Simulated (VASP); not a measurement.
# Ag (P6_3/mmc) in VASP: further runs, part 2 of 2

VASP 6.6.1. The steps go on from the part before.

## 4. Single point, revPBE

This run uses another cell than the first one, of 18.50 Å³/atom, 1.087 times its volume.

The input, INCAR:

```
SYSTEM = Ag
ALGO = Normal
EDIFF = 1E-6
ENCUT = 520
GGA = RE
ISIF = 2
ISMEAR = -1
LASPH = .True.
LCHARG = .False.
LREAL = .False.
LWAVE = .False.
NBANDS = 18
NELM = 80
PREC = Accurate
SIGMA = 0.1
```

The input, KPOINTS:

```
k-points
0
Gamma
  14 14 8
  0 0 0
```

The input, POSCAR:

```
Ag
1.0
    2.9781776453      0.0000000000      0.0000000000
   -1.4890888226      2.5791774978      0.0000000000
    0.0000000000      0.0000000000      4.8176246266
Ag
2
Direct
    0.3333333333      0.6666666667      0.2500000000
    0.6666666667      0.3333333333      0.7500000000
```

Potentials or basis: VASP PAW PBE potentials, release 64 (Ag).

Started as:

```
$ cat potpaw_PBE.64/Ag/POTCAR > POTCAR
$ mpirun -np 1 vasp_std > vasp.out
```

OUTCAR:

```text
SYSTEM = Ag
   EDIFF = 1E-6
   ENCUT = 520
   GGA = RE
   ISIF = 2
   ISMEAR = -1
   LASPH = .True.
   LREAL = .False.
   NELM = 80
   PREC = Accurate

 ion  position               nearest neighbor table
   1  0.333  0.667  0.250-   2 2.96   2 2.96   2 2.96   2 2.96   2 2.96   2 2.96
   2  0.667  0.333  0.750-   1 2.96   1 2.96   1 2.96   1 2.96   1 2.96   1 2.96

  LATTYP: Found a hexagonal cell.
 ALAT       =     2.9781776453
 C/A-ratio  =     1.6176417932

  Lattice vectors:

 A1 = (   2.9781776453,   0.0000000000,   0.0000000000)
 A2 = (  -1.4890888226,   2.5791774978,   0.0000000000)
 A3 = (   0.0000000000,   0.0000000000,   4.8176246266)

Analysis of symmetry for initial positions (statically):
=====================================================================
 Subroutine PRICEL returns:
 Original cell was already a primitive cell.

 Routine SETGRP: Setting up the symmetry group for a
 hexagonal supercell.

 Subroutine GETGRP returns: Found 24 space group operations
 (whereof 12 operations were pure point group operations)
 out of a pool of 24 trial point group operations.

The static configuration has the point symmetry D_3d.
 The point group associated with its full space group is D_6h.

Analysis of symmetry for dynamics (positions and initial velocities):
=====================================================================
 Subroutine PRICEL returns:
 Original cell was already a primitive cell.

 Routine SETGRP: Setting up the symmetry group for a
 hexagonal supercell.

 Subroutine GETGRP returns: Found 24 space group operations
 (whereof 12 operations were pure point group operations)
 out of a pool of 24 trial point group operations.

The dynamic configuration has the point symmetry D_3d.
 The point group associated with its full space group is D_6h.

 Subroutine INISYM returns: Found 24 space group operations
 (whereof 12 operations are pure point group operations),
 and found     1 'primitive' translations

[... 110 lines left out ...]
   EFERMI_NEDOS =   21; number of points for ismear=-14 and -15
   IALGO  =     38    algorithm
   IMIX   =      4    mixing-type and parameters
     AMIX     =   0.40;   BMIX     =  1.00
     AMIX_MAG =   1.60;   BMIX_MAG =  1.00
  volume/ion in A,a.u.               =      18.50       124.86
  Fermi-wavevector in a.u.,A,eV,Ry     =   1.376557  2.601315 25.781796  1.894909
  Thomas-Fermi vector in A             =   2.501791
   LORBIT       =      0    0 simple, 1 ext, 2 COOP (PROOUT), +10 PAW based schemes
   GGA     = RE    functional components
   LHFCALC =     F    Hartree Fock is set to
   AEXX    =    0.0000 exact exchange contribution
   IVDW    =     0    specifies the selected vdW correction
   LEPSILON=     F    determine dielectric tensor
   LRPA    =     F    only Hartree local field effects (RPA)
 non-spin polarized calculation
  energy-cutoff  :      520.00
  volume of cell :       37.01
 maximum number of plane-waves:      1026
 NGX is ok and might be reduce to    24
   NGX = 11   NGY = 11   NGZ = 17

 number of electron      21.9999989 magnetization

 Free energy of the ion-electron system (eV)
  ---------------------------------------------------
  ext. energy  EPLUGINS =         0.00000000
  ---------------------------------------------------
  free energy    TOTEN  =        -4.59496865 eV

  energy without entropy =       -4.57656072  energy(sigma->0) =       -4.58576468

 E-fermi :   7.4520     XC(G=0): -11.6253

 val. band max:        7.4393920210   @ k =   0.0714   0.0714   0.1250
 cond. band min:       7.4549063288   @ k =   0.4286   0.0714   0.2500
 fundamental gap:      0.0155143079
 Fermi energy:         7.4520213339

 k-point     1 :       0.0000    0.0000    0.0000
  band No.  band energies     occupation
      1       0.2890      2.00000
      2       1.5435      2.00000
      3       2.9424      2.00000
      4       2.9938      2.00000
      5       2.9938      2.00000
      6       3.2048      2.00000
[... 481 lines left out ...]
      5       2.8915      2.00000
      6       3.0070      2.00000
[... 10 lines left out ...]
     17      17.5256      0.00000
     18      18.4307      0.00000

 [... further k-points ...]

------------------------ aborting loop because EDIFF is reached ----------------------------------------

  FORCE on cell =-STRESS in cart. coord.  units (eV):
  Direction    XX          YY          ZZ          XY          YZ          ZX
  --------------------------------------------------------------------------------------
  -------------------------------------------------------------------------------------
  Total       -0.0771032     -0.0771032      0.0734668     -0.0000000      0.0000000      0.0000000
  in kB       -3.3382459     -3.3382459      3.1808043     -0.0000000      0.0000000      0.0000000
  external PRESSURE =      -1.1652292 kB  Pullay stress =       0.0000000 kB

 VOLUME and BASIS-vectors are now :
 -----------------------------------------------------------------------------
  energy-cutoff  :      520.00
  volume of cell :       37.01
      direct lattice vectors                 reciprocal lattice vectors
     2.978177645  0.000000000  0.000000000     0.335775806  0.193860252  0.000000000
    -1.489088823  2.579177498  0.000000000     0.000000000  0.387720504  0.000000000
     0.000000000  0.000000000  4.817624627     0.000000000  0.000000000  0.207571174

 POSITION                                       TOTAL-FORCE (eV/Angst)
 -----------------------------------------------------------------------------------
     -0.00000      1.71945      1.20441        -0.000000      0.000000      0.000000
      1.48909      0.85973      3.61322         0.000000     -0.000000      0.000000
 -----------------------------------------------------------------------------------
    total drift:                               -0.000000      0.000000     -0.000000

  FREE ENERGIE OF THE ION-ELECTRON SYSTEM (eV)
  ---------------------------------------------------
  free  energy   TOTEN  =        -4.5949686511 eV

  energy  without entropy=       -4.5765607188  energy(sigma->0) =       -4.58576468
```

stdout:

```text
POSCAR found type information on POSCAR Ag
 POSCAR found :  1 types and       2 ions
 scaLAPACK will be used
 -----------------------------------------------------------------------------
|                                                                             |
|                                                                             |
|     You enforced a specific xc type in the INCAR file but a different       |
|     I HOPE YOU KNOW WHAT YOU ARE DOING!                                     |
|                                                                             |
 -----------------------------------------------------------------------------

 LDA part: xc-table for (Slater+PW92), standard interpolation
 POSCAR, INCAR and KPOINTS ok, starting setup
 FFT: planning ... GRIDC
 FFT: planning ... GRID_SOFT
 FFT: planning ... GRID
 WAVECAR not read
 entering main loop
```

Wall time 18 s (1 thread of Intel Xeon 6975P-C (Granite Rapids), shared host); peak memory 0.2 GiB.

What came out:

| Quantity | Value |
| --- | --- |
| Free energy | -4.5950 eV |
| Pressure | -0.1 GPa |
| Band gap on the k mesh | zero (band 11 reaches 10.93 eV, above the bottom of band 12 at 4.10 eV) |

Levels at points of the mesh, in eV from the Fermi level:
| k point | band 9 | band 10 | band 11 | band 12 | band 13 | band 14 |
| --- | --- | --- | --- | --- | --- | --- |
| (0.00, 0.00, 0.00) | -3.99 | -3.08 | -3.08 | -0.10 | 3.31 | 15.32 |
| (0.50, 0.00, 0.00) | -2.91 | -2.86 | 0.12 | 1.33 | 6.62 | 6.87 |
| (0.00, 0.00, 0.50) | -3.35 | -3.35 | -3.35 | -3.35 | 10.76 | 10.76 |
| (0.50, 0.00, 0.50) | -2.91 | -2.91 | 0.87 | 0.87 | 4.14 | 4.14 |

Caveat: the PAW data sets were made with another functional, which shifts forces and pressure a little.

## 5. Single point, revPBE (volume scaled by 1.04)

The input, INCAR:

```
SYSTEM = Ag
PREC     = Accurate       ! precision mode
ENCUT    = 520            ! plane-wave cutoff, eV
EDIFF    = 1E-6           ! SCF threshold, eV
ISMEAR   = -1             ! smearing method
SIGMA    = 0.1            ! smearing width, eV
LREAL    = .FALSE.        ! projectors in reciprocal space
LASPH    = .TRUE.         ! aspherical terms in the spheres
NELM     = 80             ! most SCF steps
ALGO     = Normal         ! electronic algorithm
ISIF     = 2              ! what is computed and relaxed
LWAVE    = .FALSE.        ! write WAVECAR
LCHARG   = .FALSE.        ! write CHGCAR
GGA      = RE             ! functional
NBANDS   = 18             ! bands
```

The input, KPOINTS:

```
Automatic mesh
0
G
  14 14 8
  0 0 0
```

The input, POSCAR:

```
Ag
1.0
    3.0173686876      0.0000000000      0.0000000000
   -1.5086843438      2.6131179360      0.0000000000
    0.0000000000      0.0000000000      4.8810216945
Ag
2
Direct
    0.3333333333      0.6666666667      0.2500000000
    0.6666666667      0.3333333333      0.7500000000
```

Potentials or basis: VASP PAW PBE potentials, release 64 (Ag).

Started as:

```
$ cat potpaw_PBE.64/Ag/POTCAR > POTCAR
$ mpirun -np 1 vasp_std > vasp.out
```

OUTCAR:

```text
SYSTEM = Ag
   PREC = Accurate
   ENCUT = 520
   EDIFF = 1E-6
   ISMEAR = -1
   LREAL = .FALSE.
   LASPH = .TRUE.
   NELM = 80
   ISIF = 2
   GGA = RE

 ion  position               nearest neighbor table
   1  0.333  0.667  0.250-   2 3.00   2 3.00   2 3.00   2 3.00   2 3.00   2 3.00
   2  0.667  0.333  0.750-   1 3.00   1 3.00   1 3.00   1 3.00   1 3.00   1 3.00

  LATTYP: Found a hexagonal cell.
 ALAT       =     3.0173686876
 C/A-ratio  =     1.6176417932

  Lattice vectors:

 A1 = (   3.0173686876,   0.0000000000,   0.0000000000)
 A2 = (  -1.5086843438,   2.6131179360,   0.0000000000)
 A3 = (   0.0000000000,   0.0000000000,   4.8810216945)

Analysis of symmetry for initial positions (statically):
=====================================================================
 Subroutine PRICEL returns:
 Original cell was already a primitive cell.

 Routine SETGRP: Setting up the symmetry group for a
 hexagonal supercell.

 Subroutine GETGRP returns: Found 24 space group operations
 (whereof 12 operations were pure point group operations)
 out of a pool of 24 trial point group operations.

The static configuration has the point symmetry D_3d.
 The point group associated with its full space group is D_6h.

Analysis of symmetry for dynamics (positions and initial velocities):
=====================================================================
 Subroutine PRICEL returns:
 Original cell was already a primitive cell.

 Routine SETGRP: Setting up the symmetry group for a
 hexagonal supercell.

 Subroutine GETGRP returns: Found 24 space group operations
 (whereof 12 operations were pure point group operations)
 out of a pool of 24 trial point group operations.

The dynamic configuration has the point symmetry D_3d.
 The point group associated with its full space group is D_6h.

 Subroutine INISYM returns: Found 24 space group operations
 (whereof 12 operations are pure point group operations),
 and found     1 'primitive' translations

----------------------------------------------------------------------------------------

                                     Primitive cell

  volume of cell :      38.4856

  direct lattice vectors                    reciprocal lattice vectors
     3.017368688  0.000000000  0.000000000     0.331414588  0.191342302  0.000000000
    -1.508684344  2.613117936  0.000000000     0.000000000  0.382684603  0.000000000
     0.000000000  0.000000000  4.881021695     0.000000000  0.000000000  0.204875139

  length of vectors
     3.017368688  3.017368688  4.881021695     0.382684603  0.382684603  0.204875139

  position of ions in fractional coordinates (direct lattice)
     0.333333333  0.666666667  0.250000000
     0.666666667  0.333333333  0.750000000

  ion indices of the primitive-cell ions
   primitive index   ion index
                 1           1
                 2           2

----------------------------------------------------------------------------------------

 KPOINTS: Automatic mesh

Automatic generation of k-mesh.
 Grid dimensions read from file:
 generate k-points for:   14   14    8

 Generating k-lattice:

  Cartesian coordinates                     Fractional coordinates (reciprocal lattice)
     0.023672471  0.013667307  0.000000000     0.071428571  0.000000000  0.000000000
     0.000000000  0.027334615  0.000000000     0.000000000  0.071428571  0.000000000
     0.000000000  0.000000000  0.025609392     0.000000000  0.000000000  0.125000000

  Length of vectors
     0.027334615  0.027334615  0.025609392

  Shift w.r.t. Gamma in fractional coordinates (k-lattice)
     0.000000000  0.000000000  0.000000000

 Subroutine IBZKPT returns following result:
 ===========================================

 Found    120 irreducible k-points:

 Following reciprocal coordinates:
            Coordinates               Weight
  0.000000  0.000000  0.000000      1.000000
  0.071429  0.000000  0.000000      6.000000
  0.142857  0.000000  0.000000      6.000000
  0.214286  0.000000  0.000000      6.000000
  0.285714  0.000000  0.000000      6.000000
  0.357143  0.000000  0.000000      6.000000
[... 16 lines left out ...]
  0.285714  0.285714  0.000000      6.000000
  0.357143  0.285714  0.000000      6.000000
 [... further k-points ...]
   k-points           NKPTS =    120   k-points in BZ     NKDIM =    120   number of bands    NBANDS=     18
   number of dos      NEDOS =    301   number of ions     NIONS =      2
   total plane-waves  NPLWV =  20736
   dimension x,y,z NGX =    24 NGY =   24 NGZ =   36
   dimension x,y,z NGXF=    48 NGYF=   48 NGZF=   72
   ions per type =               2
   NGX,Y,Z   is equivalent  to a cutoff of  13.22, 13.22, 12.26 a.u.
   NGXF,Y,Z  is equivalent  to a cutoff of  26.45, 26.45, 24.52 a.u.
 SYSTEM =  Ag
   PREC   = accura    normal or accurate (medium, high low for compatibility)
   ISTART =      0    job   : 0-new  1-cont  2-samecut
   ICHARG =      2    charge: 1-file 2-atom 10-const
   ISPIN  =      1    spin polarized calculation?
   LNONCOLLINEAR =      F non collinear calculations
   LSORBIT =      F    spin-orbit coupling
   LASPH  =      T    aspherical Exc in radial PAW
   ENCUT  =  520.0 eV  38.22 Ry    6.18 a.u.   5.61  5.61  9.08*2*pi/ulx,y,z
   NELM   =     80;   NELMIN=  2; NELMDL= -5     # of ELM steps
   EDIFF  = 0.1E-05   stopping-criterion for ELM
   LREAL  =      F    real-space projection
   EDIFFG = 0.1E-04   stopping-criterion for IOM
   NSW    =      0    number of steps for IOM
   IBRION =     -1    ionic relax: 0-MD 1-quasi-New 2-CG
   NFREE  =      0    steps in history (QN), initial steepest desc. (CG)
   ISIF   =      2    stress and relaxation
   ISYM   =      2    0-nonsym 1-usesym 2-fastsym
   POTIM  = 0.5000    time-step for ionic-motion
   TEBEG  =    0.0;   TEEND  =   0.0 temperature during run
   PSTRESS=    0.0 pullay stress
   NELECT =      22.0000    total number of electrons
   NUPDOWN=      -1.0000    fix difference up-down
   EMIN   =  10.00;   EMAX   =-10.00  energy-range for DOS
   EFERMI =   0.00;   METHOD = LEGACY
   ISMEAR =    -1;   SIGMA  =   0.10  broadening in eV -4-tet -1-fermi 0-gaus
   EFERMI_NEDOS =   21; number of points for ismear=-14 and -15
   IALGO  =     38    algorithm
   IMIX   =      4    mixing-type and parameters
     AMIX     =   0.40;   BMIX     =  1.00
     AMIX_MAG =   1.60;   BMIX_MAG =  1.00
  volume/ion in A,a.u.               =      19.24       129.86
  Fermi-wavevector in a.u.,A,eV,Ry     =   1.358677  2.567528 25.116413  1.846004
  Thomas-Fermi vector in A             =   2.485490
   LORBIT       =      0    0 simple, 1 ext, 2 COOP (PROOUT), +10 PAW based schemes
   GGA     = RE    functional components
   LHFCALC =     F    Hartree Fock is set to
   AEXX    =    0.0000 exact exchange contribution
   IVDW    =     0    specifies the selected vdW correction
   LEPSILON=     F    determine dielectric tensor
   LRPA    =     F    only Hartree local field effects (RPA)
 non-spin polarized calculation
  energy-cutoff  :      520.00
  volume of cell :       38.49
 maximum number of plane-waves:      1087
 NGX is ok and might be reduce to    24
   NGX = 11   NGY = 11   NGZ = 19

 number of electron      21.9999991 magnetization

 Free energy of the ion-electron system (eV)
  ---------------------------------------------------
  ext. energy  EPLUGINS =         0.00000000
  ---------------------------------------------------
  free energy    TOTEN  =        -4.58159087 eV

  energy without entropy =       -4.56310949  energy(sigma->0) =       -4.57235018

 E-fermi :   6.9766     XC(G=0): -11.3965

 val. band max:        6.9676454104   @ k =   0.0000   0.0000   0.0000
 cond. band min:       6.9778223387   @ k =   0.0714   0.0714   0.1250
 fundamental gap:      0.0101769283
 Fermi energy:         6.9766450261

 k-point     1 :       0.0000    0.0000    0.0000
  band No.  band energies     occupation
      1       0.0702      2.00000
      2       1.2732      2.00000
      3       2.5776      2.00000
      4       2.6266      2.00000
      5       2.6266      2.00000
      6       2.8224      2.00000
[... 10 lines left out ...]
     17      24.1952      0.00000
     18      24.2060      0.00000
[... 463 lines left out ...]
 k-point    24 :       0.3571    0.2857    0.0000
  band No.  band energies     occupation
      1       1.6355      2.00000
      2       2.0179      2.00000
      3       2.0797      2.00000
      4       2.4900      2.00000
      5       2.5355      2.00000
      6       2.6443      2.00000
[... 10 lines left out ...]
     17      16.7828      0.00000
     18      17.6250      0.00000

 [... further k-points ...]

------------------------ aborting loop because EDIFF is reached ----------------------------------------

  FORCE on cell =-STRESS in cart. coord.  units (eV):
  Direction    XX          YY          ZZ          XY          YZ          ZX
  --------------------------------------------------------------------------------------
  -------------------------------------------------------------------------------------
  Total       -0.7165380     -0.7165380     -0.5916760      0.0000000     -0.0000000      0.0000000
  in kB      -29.8298900    -29.8298900    -24.6318127      0.0000000     -0.0000000      0.0000000
  external PRESSURE =     -28.0971976 kB  Pullay stress =       0.0000000 kB

 VOLUME and BASIS-vectors are now :
 -----------------------------------------------------------------------------
  energy-cutoff  :      520.00
  volume of cell :       38.49
      direct lattice vectors                 reciprocal lattice vectors
     3.017368688  0.000000000  0.000000000     0.331414588  0.191342302  0.000000000
    -1.508684344  2.613117936  0.000000000     0.000000000  0.382684603  0.000000000
     0.000000000  0.000000000  4.881021695     0.000000000  0.000000000  0.204875139

 POSITION                                       TOTAL-FORCE (eV/Angst)
 -----------------------------------------------------------------------------------
     -0.00000      1.74208      1.22026         0.000000     -0.000000      0.000000
      1.50868      0.87104      3.66077        -0.000000      0.000000      0.000000
 -----------------------------------------------------------------------------------
    total drift:                                0.000000     -0.000000      0.000000

  FREE ENERGIE OF THE ION-ELECTRON SYSTEM (eV)
  ---------------------------------------------------
  free  energy   TOTEN  =        -4.5815908660 eV

  energy  without entropy=       -4.5631094894  energy(sigma->0) =       -4.57235018
```

Run time: 19 s. Hardware: 1 thread of Intel Xeon 6975P-C (Granite Rapids), shared host; peak memory 0.2 GiB.

What came out:

| Quantity | Value |
| --- | --- |
| Free energy | -4.5816 eV |
| Pressure | -2.8 GPa |
| Band gap on the k mesh | zero (band 11 reaches 10.37 eV, above the bottom of band 12 at 3.66 eV) |

Caveat: the cell differs from its parent crystal (volume scaled by 1.04); the PAW data sets were made with another functional, which shifts forces and pressure a little.

## 6. The runs side by side

```csv
cell,gap on the mesh (eV),pressure (GPa)
"a = 2.897, b = 2.897, c = 4.686 Å, angles 90.0, 90.0, 120.0°, 2 atoms",none,8.1
"a = 2.938, b = 2.938, c = 4.753 Å, angles 90.0, 90.0, 120.0°, 2 atoms",none,3.4
"a = 2.978, b = 2.978, c = 4.818 Å, angles 90.0, 90.0, 120.0°, 2 atoms",none,-0.1
"a = 3.017, b = 3.017, c = 4.881 Å, angles 90.0, 90.0, 120.0°, 2 atoms",none,-2.8
```

Alike in all rows: task single point; level revPBE; potentials or basis VASP PAW PBE potentials, release 64 (Ag); no spin polarisation; k mesh 14 × 14 × 8; cutoff (eV) 520; smearing fermi-dirac 0.1 eV.

Caveats: the PAW data sets were made with another functional, which shifts forces and pressure a little.

Absolute energies hang on the potentials; compare differences alone.
